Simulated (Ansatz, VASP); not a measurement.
# Two plane-wave programs on GaAs

```
Ga As
1.0
     0.00000    2.77525    2.77525
     2.77525    0.00000    2.77525
     2.77525    2.77525    0.00000
Ga As
1 1
Direct
  0.00000 0.00000 0.00000
  0.25000 0.25000 0.25000
```

Alike in both runs: task single point; functional r2SCAN; k mesh 6 × 6 × 6; no spin polarisation.

|  | VASP | Ansatz |
| --- | --- | --- |
| version | VASP 6.6.1 | Ansatz 0.2.0 |
| potentials or method | VASP PAW PBE potentials, release 64 (Ga_d, As) | plane waves, PAW |
| plane-wave cutoff (eV) | 550 | 500 |
| occupations | gaussian, width 0.01 eV | fixed |
| valence electrons in the cell | 18 | 28 |

```tsv
	VASP	Ansatz	Ansatz less VASP
gap on the k mesh at the Fermi level (eV)	1.45	1.47	+0.020
pressure (GPa)	5.3	5.2	-0.13
```

VASP's potentials were made for PBE, not for r2SCAN. VASP's potentials hold 18 valence electrons a cell and Ansatz's 28, so a difference there can come from the potentials and not from the codes.
